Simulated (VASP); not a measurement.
# Ta4O (P4/mmm) in VASP: a series of runs, part 2 of 2

VASP 6.6.1. Earlier steps stand in the parts before.

## 4. Single point, PBEsol+D3(BJ)

This run uses another cell than the first one, of 14.81 Å³/atom, 0.942 times its volume.

Input file INCAR:

```
  PREC = Accurate
  ENCUT = 520
  EDIFF = 1E-6
  ISMEAR = -1
  SIGMA = 0.05
  LREAL = F
  LASPH = T
  NELM = 80
  ALGO = Normal
  ISIF = 2
  LWAVE = F
  LCHARG = T
  GGA = PS
  IVDW = 12
  LELF = T
  LVHAR = T
  NBANDS = 33
```

Input file KPOINTS:

```
Automatic mesh
0
Gamma
  8 8 4
```

Input file POSCAR:

```
Ta4O
1.0
    3.1832583496      0.0000000000      0.0000000000
    0.0000000000      3.1832583496      0.0000000000
    0.0000000000      0.0000000000      7.3060643499
Ta O
4 1
Direct
    0.0000000000      0.0000000000      0.0000000000
    0.5000000000      0.5000000000      0.2166611956
    0.5000000000      0.5000000000      0.7833388044
    0.0000000000      0.0000000000      0.5000000000
    0.5000000000      0.5000000000      0.5000000000
```

Potentials or basis: VASP PAW PBE potentials, release 64 (Ta_pv, O).

Started as:

```bash
$ cat potpaw_PBE.64/Ta_pv/POTCAR potpaw_PBE.64/O/POTCAR > POTCAR
$ mpirun -np 1 vasp_std > vasp.out
```

OUTCAR:

```text
PREC = Accurate
   ENCUT = 520
   EDIFF = 1E-6
   ISMEAR = -1
   LREAL = F
   LASPH = T
   NELM = 80
   ISIF = 2
   GGA = PS
   IVDW = 12
 IVDW          = 12

 ion  position               nearest neighbor table
   1  0.000  0.000  0.000-   2 2.75   3 2.75   2 2.75   3 2.75   2 2.75   3 2.75   2 2.75   3 2.75

   2  0.500  0.500  0.217-   5 2.07   1 2.75   1 2.75   1 2.75   1 2.75   4 3.06   4 3.06   4 3.06
                             4 3.06   3 3.17
   3  0.500  0.500  0.783-   5 2.07   1 2.75   1 2.75   1 2.75   1 2.75   4 3.06   4 3.06   4 3.06
                             4 3.06   2 3.17
   4  0.000  0.000  0.500-   5 2.25   5 2.25   5 2.25   5 2.25   3 3.06   3 3.06   2 3.06   3 3.06
                             2 3.06   2 3.06   3 3.06   2 3.06
   5  0.500  0.500  0.500-   2 2.07   3 2.07   4 2.25   4 2.25   4 2.25   4 2.25

  LATTYP: Found a simple tetragonal cell.
 ALAT       =     3.1832583496
 C/A-ratio  =     2.2951528112

  Lattice vectors:

 A1 = (   3.1832583496,   0.0000000000,   0.0000000000)
 A2 = (   0.0000000000,   3.1832583496,   0.0000000000)
 A3 = (   0.0000000000,   0.0000000000,   7.3060643499)

Analysis of symmetry for initial positions (statically):
=====================================================================
 Subroutine PRICEL returns:
 Original cell was already a primitive cell.

 Routine SETGRP: Setting up the symmetry group for a
 simple tetragonal supercell.

 Subroutine GETGRP returns: Found 16 space group operations
 (whereof 16 operations were pure point group operations)
 out of a pool of 16 trial point group operations.

The static configuration has the point symmetry D_4h.

Analysis of symmetry for dynamics (positions and initial velocities):
=====================================================================
 Subroutine PRICEL returns:
 Original cell was already a primitive cell.

 Routine SETGRP: Setting up the symmetry group for a
 simple tetragonal supercell.

 Subroutine GETGRP returns: Found 16 space group operations
 (whereof 16 operations were pure point group operations)
 out of a pool of 16 trial point group operations.

The dynamic configuration has the point symmetry D_4h.

 Subroutine INISYM returns: Found 16 space group operations
 (whereof 16 operations are pure point group operations),
 and found     1 'primitive' translations

----------------------------------------------------------------------------------------

                                     Primitive cell

  volume of cell :      74.0333

  direct lattice vectors                    reciprocal lattice vectors
     3.183258350  0.000000000  0.000000000     0.314143525  0.000000000  0.000000000
     0.000000000  3.183258350  0.000000000     0.000000000  0.314143525  0.000000000
     0.000000000  0.000000000  7.306064350     0.000000000  0.000000000  0.136872597

  length of vectors
     3.183258350  3.183258350  7.306064350     0.314143525  0.314143525  0.136872597

  position of ions in fractional coordinates (direct lattice)
     0.000000000  0.000000000  0.000000000
     0.500000000  0.500000000  0.216661196
     0.500000000  0.500000000  0.783338804
     0.000000000  0.000000000  0.500000000
[... 33 lines left out ...]

 Found     45 irreducible k-points:

 Following reciprocal coordinates:
            Coordinates               Weight
  0.000000  0.000000  0.000000      1.000000
  0.125000  0.000000  0.000000      4.000000
  0.250000  0.000000  0.000000      4.000000
  0.375000  0.000000  0.000000      4.000000
  0.500000  0.000000  0.000000      2.000000
  0.125000  0.125000  0.000000      4.000000
[... 16 lines left out ...]
  0.375000  0.125000  0.250000     16.000000
  0.500000  0.125000  0.250000      8.000000
 [... further k-points ...]
   k-points           NKPTS =     45   k-points in BZ     NKDIM =     45   number of bands    NBANDS=     33
   number of dos      NEDOS =    301   number of ions     NIONS =      5
   total plane-waves  NPLWV =  31104
   dimension x,y,z NGX =    24 NGY =   24 NGZ =   54
   dimension x,y,z NGXF=    48 NGYF=   48 NGZF=  108
   ions per type =               4   1
   NGX,Y,Z   is equivalent  to a cutoff of  12.53, 12.53, 12.29 a.u.
   NGXF,Y,Z  is equivalent  to a cutoff of  25.07, 25.07, 24.57 a.u.
 SYSTEM =  unknown system
   PREC   = accura    normal or accurate (medium, high low for compatibility)
   ISTART =      0    job   : 0-new  1-cont  2-samecut
   ICHARG =      2    charge: 1-file 2-atom 10-const
   ISPIN  =      1    spin polarized calculation?
   LNONCOLLINEAR =      F non collinear calculations
   LSORBIT =      F    spin-orbit coupling
   LASPH  =      T    aspherical Exc in radial PAW
   ENCUT  =  520.0 eV  38.22 Ry    6.18 a.u.   5.92  5.92 13.58*2*pi/ulx,y,z
   NELM   =     80;   NELMIN=  2; NELMDL= -5     # of ELM steps
   EDIFF  = 0.1E-05   stopping-criterion for ELM
   LREAL  =      F    real-space projection
   EDIFFG = 0.1E-04   stopping-criterion for IOM
   NSW    =      0    number of steps for IOM
   IBRION =     -1    ionic relax: 0-MD 1-quasi-New 2-CG
   NFREE  =      0    steps in history (QN), initial steepest desc. (CG)
   ISIF   =      2    stress and relaxation
   ISYM   =      2    0-nonsym 1-usesym 2-fastsym
   POTIM  = 0.5000    time-step for ionic-motion
   TEBEG  =    0.0;   TEEND  =   0.0 temperature during run
   PSTRESS=    0.0 pullay stress
   NELECT =      50.0000    total number of electrons
   NUPDOWN=      -1.0000    fix difference up-down
   EMIN   =  10.00;   EMAX   =-10.00  energy-range for DOS
   EFERMI =   0.00;   METHOD = LEGACY
   ISMEAR =    -1;   SIGMA  =   0.05  broadening in eV -4-tet -1-fermi 0-gaus
   EFERMI_NEDOS =   21; number of points for ismear=-14 and -15
   IALGO  =     38    algorithm
   IMIX   =      4    mixing-type and parameters
     AMIX     =   0.40;   BMIX     =  1.00
     AMIX_MAG =   1.60;   BMIX_MAG =  1.00
  volume/ion in A,a.u.               =      14.81        99.92
  Fermi-wavevector in a.u.,A,eV,Ry     =   1.436335  2.714280 28.069611  2.063058
  Thomas-Fermi vector in A             =   2.555535
   LORBIT       =      0    0 simple, 1 ext, 2 COOP (PROOUT), +10 PAW based schemes
   GGA     = PS    functional components
   LHFCALC =     F    Hartree Fock is set to
   AEXX    =    0.0000 exact exchange contribution
   IVDW    =    12    specifies the selected vdW correction
   LEPSILON=     F    determine dielectric tensor
   LRPA    =     F    only Hartree local field effects (RPA)
 non-spin polarized calculation
  energy-cutoff  :      520.00
  volume of cell :       74.03
 maximum number of plane-waves:      2016
 NGX is ok and might be reduce to    24
   NGX = 11   NGY = 11   NGZ = 27

 number of electron      49.9999984 magnetization

 Free energy of the ion-electron system (eV)
  ---------------------------------------------------
  ext. energy  EPLUGINS =         0.00000000
  ---------------------------------------------------
  free energy    TOTEN  =       -58.53675468 eV

  energy without entropy =      -58.52045011  energy(sigma->0) =      -58.52860240

 E-fermi :   6.8100     XC(G=0): -13.0464

 val. band max:        6.7929497650   @ k =   0.5000   0.2500   0.0000
 cond. band min:       6.8559318516   @ k =   0.3750   0.1250   0.2500
 fundamental gap:      0.0629820866
 Fermi energy:         6.8100215837

 k-point     1 :       0.0000    0.0000    0.0000
  band No.  band energies     occupation
      1     -28.7312      2.00000
      2     -28.7312      2.00000
      3     -28.3493      2.00000
      4     -27.7180      2.00000
      5     -27.5818      2.00000
      6     -27.3320      2.00000
[... 853 lines left out ...]
     32      10.6307      0.00000
     33      11.1062      0.00000

 [... further k-points ...]

------------------------ aborting loop because EDIFF is reached ----------------------------------------

 Edisp (eV)   -3.09527

 E8    (eV) :    -2.2639

  FORCE on cell =-STRESS in cart. coord.  units (eV):
  Direction    XX          YY          ZZ          XY          YZ          ZX
  --------------------------------------------------------------------------------------
  -------------------------------------------------------------------------------------
  Total      -0.42594    -0.42594    -0.32213     0.00000     0.00000     0.00000
  in kB      -9.21782    -9.21782    -6.97123     0.00000     0.00000     0.00000
  external pressure =       -8.47 kB  Pullay stress =        0.00 kB

 VOLUME and BASIS-vectors are now :
 -----------------------------------------------------------------------------
  energy-cutoff  :      520.00
  volume of cell :       74.03
      direct lattice vectors                 reciprocal lattice vectors
     3.183258350  0.000000000  0.000000000     0.314143525  0.000000000  0.000000000
     0.000000000  3.183258350  0.000000000     0.000000000  0.314143525  0.000000000
     0.000000000  0.000000000  7.306064350     0.000000000  0.000000000  0.136872597

 POSITION                                       TOTAL-FORCE (eV/Angst)
 -----------------------------------------------------------------------------------
      0.00000      0.00000      0.00000         0.000000      0.000000      0.000000
      1.59163      1.59163      1.58294         0.000000     -0.000000     -0.036501
      1.59163      1.59163      5.72312         0.000000      0.000000      0.036501
      0.00000      0.00000      3.65303         0.000000      0.000000      0.000000
      1.59163      1.59163      3.65303         0.000000      0.000000      0.000000
 -----------------------------------------------------------------------------------
    total drift:                                0.000000     -0.000000      0.000000

  FREE ENERGIE OF THE ION-ELECTRON SYSTEM (eV)
  ---------------------------------------------------
  free  energy   TOTEN  =       -61.6320197473 eV

  energy  without entropy=      -61.6157151847  energy(sigma->0) =      -61.62386747
```

OSZICAR:

```text
N       E                     dE             d eps       ncg     rms          rms(c)
DAV:   1     0.491728987962E+03    0.49173E+03   -0.27617E+04  2970   0.160E+03
DAV:   2    -0.365673147060E+02   -0.52830E+03   -0.51211E+03  3289   0.471E+02
DAV:   3    -0.625331270828E+02   -0.25966E+02   -0.25311E+02  3768   0.958E+01
DAV:   4    -0.630365313461E+02   -0.50340E+00   -0.49856E+00  3689   0.126E+01
DAV:   5    -0.630473503786E+02   -0.10819E-01   -0.10799E-01  3826   0.151E+00    0.341E+01
DAV:   6    -0.601752598308E+02    0.28721E+01   -0.27053E+01  3835   0.368E+01    0.170E+01
DAV:   7    -0.596941809188E+02    0.48108E+00   -0.18608E+01  4089   0.188E+01    0.117E+01
DAV:   8    -0.585678437019E+02    0.11263E+01   -0.38687E+00  3796   0.127E+01    0.248E+00
DAV:   9    -0.585393691583E+02    0.28475E-01   -0.39942E-01  3755   0.433E+00    0.708E-01
DAV:  10    -0.585376813217E+02    0.16878E-02   -0.25709E-02  3575   0.114E+00    0.415E-01
DAV:  11    -0.585370396156E+02    0.64171E-03   -0.64009E-03  3974   0.566E-01    0.106E-01
DAV:  12    -0.585367736953E+02    0.26592E-03   -0.14115E-03  3849   0.282E-01    0.474E-02
DAV:  13    -0.585367782846E+02   -0.45893E-05   -0.28597E-04  3857   0.971E-02    0.329E-02
DAV:  14    -0.585367548508E+02    0.23434E-04   -0.10831E-04  3918   0.693E-02    0.581E-03
DAV:  15    -0.585367546769E+02    0.17387E-06   -0.60975E-06  3380   0.143E-02
   1 F= -.61632020E+02 E0= -.61623867E+02  d E =-.163046E-01
```

Run time: 39 s. Hardware: 1 thread of Intel Xeon 6975P-C (Granite Rapids), shared host; peak memory 0.24 GiB.

What came out:

| Property | Result |
| --- | --- |
| Free energy | -61.6320 eV |
| Pressure | -0.8 GPa |
| Largest force | 0.037 eV/Å |
| Band gap on the k mesh | zero (band 25 reaches 7.18 eV, above the bottom of band 26 at 6.29 eV) |
| Dispersion energy per atom | -0.619 eV |

Forces on the atoms (eV/Å):
```
Ta   0.000  0.000  0.000
Ta   0.000  0.000 -0.037
Ta   0.000  0.000  0.037
Ta   0.000  0.000  0.000
O    0.000  0.000  0.000
```

Caveat: three body term missing; the PAW data sets were made with another functional, which shifts forces and pressure a little; spin-orbit coupling is left out, which moves the levels of the heavy elements; pairwise dispersion overbinds metals, which lowers pressure and volume.

## 5. Single point, PBEsol+D4

This run uses another cell than the first one, of 15.03 Å³/atom, 0.956 times its volume.

Input file INCAR:

```
SYSTEM = Ta4O
PREC     = Accurate       ! precision mode
ENCUT    = 520            ! plane-wave cutoff, eV
EDIFF    = 1E-6           ! SCF threshold, eV
ISMEAR   = -1             ! smearing method
SIGMA    = 0.05           ! smearing width, eV
LREAL    = .FALSE.        ! projectors in reciprocal space
LASPH    = .TRUE.         ! aspherical terms in the spheres
NELM     = 100            ! most SCF steps
ALGO     = Normal         ! electronic algorithm
ISIF     = 2              ! what is computed and relaxed
LWAVE    = .FALSE.        ! write WAVECAR
LCHARG   = .FALSE.        ! write CHGCAR
GGA      = PS             ! functional
IVDW     = 13             ! dispersion correction
NBANDS   = 33             ! bands
```

Input file KPOINTS:

```
regular mesh
0
G
  8 8 4
  0 0 0
```

Input file POSCAR:

```
Ta4O
1.0
    3.2018909549      0.0000000000      0.0000000000
    0.0000000000      3.2018909549      0.0000000000
    0.0000000000      0.0000000000      7.3299965727
Ta O
4 1
Direct
    0.0000000000      0.0000000000      0.0000000000
    0.5000000000      0.5000000000      0.2166882544
    0.5000000000      0.5000000000      0.7833117456
    0.0000000000      0.0000000000      0.5000000000
    0.5000000000      0.5000000000      0.5000000000
```

Started as:

```bash
$ cat potpaw_PBE.64/Ta_pv/POTCAR potpaw_PBE.64/O/POTCAR > POTCAR
$ mpirun -np 1 vasp_std > vasp.out
```

Wall time 39 s (1 thread of Intel Xeon 6975P-C (Granite Rapids), shared host); peak memory 0.23 GiB.

The run converged. Its results:

- Free energy: -59.4360 eV
- Pressure: 0.4 GPa
- Largest force: 0.036 eV/Å
- Band gap on the k mesh: zero (band 25 reaches 7.04 eV, above the bottom of band 26 at 6.17 eV)
- Dispersion energy per atom: -0.174 eV

Forces in eV/Å, atoms in the order of the input:
```
Ta   0.000  0.000  0.000
Ta   0.000  0.000 -0.036
Ta   0.000  0.000  0.036
Ta   0.000  0.000  0.000
O    0.000  0.000  0.000
```

Stress tensor (GPa, compression positive):
```
0.32 0.00 0.00
0.00 0.32 0.00
0.00 0.00 0.53
```

Levels at points of the mesh, in eV from the Fermi level:
```tsv
k point	band 21	band 22	band 23	band 24	band 25	band 26	band 27	band 28	band 29	band 30
(0.00, 0.00, 0.00)	-2.89	-1.71	-0.54	-0.54	-0.11	0.49	1.08	1.08	1.26	1.66
(0.50, 0.00, 0.00)	-1.57	-1.18	-0.99	-0.69	0.17	0.93	0.96	1.48	1.77	1.94
(0.50, 0.50, 0.00)	-2.13	-1.55	-1.55	-0.63	-0.63	1.79	2.45	2.95	2.95	3.36
(0.00, 0.00, 0.50)	-3.66	-0.71	-0.59	-0.59	0.25	0.69	0.69	0.75	1.14	1.79
(0.50, 0.00, 0.50)	-1.73	-1.25	-1.08	-0.57	-0.46	1.05	1.39	1.53	1.87	2.40
(0.50, 0.50, 0.50)	-2.82	-1.81	-1.81	0.17	0.17	1.79	2.00	2.00	3.01	3.36
```

Caveat: the PAW data sets were made with another functional, which shifts forces and pressure a little; spin-orbit coupling is left out, which moves the levels of the heavy elements; pairwise dispersion overbinds metals, which lowers pressure and volume.

## 6. Summary

```csv
level,cell,gap on the mesh (eV),pressure (GPa),largest force (eV/Å)
PBEsol+D3(BJ),"a = 3.257, b = 3.257, c = 7.409 Å, 5 atoms",none,-13.8,-
PBEsol+D3(BJ),"a = 3.177, b = 3.177, c = 7.298 Å, 5 atoms",none,0.5,0.04
PBEsol+D3(BJ),"a = 3.183, b = 3.183, c = 7.306 Å, 5 atoms",none,-0.8,0.04
PBEsol+D4,"a = 3.202, b = 3.202, c = 7.330 Å, 5 atoms",none,0.4,0.04
```

Alike in all rows: task single point; potentials or basis VASP PAW PBE potentials, release 64 (Ta_pv, O); no spin polarisation; k mesh 8 × 8 × 4; cutoff (eV) 520; smearing fermi-dirac 0.05 eV.

Caveats: the PAW data sets were made with another functional, which shifts forces and pressure a little; spin-orbit coupling is left out, which moves the levels of the heavy elements; pairwise dispersion overbinds metals, which lowers pressure and volume; three body term missing (some runs).

Total energies depend on the potentials used, so only differences within one code and one set of settings carry meaning.
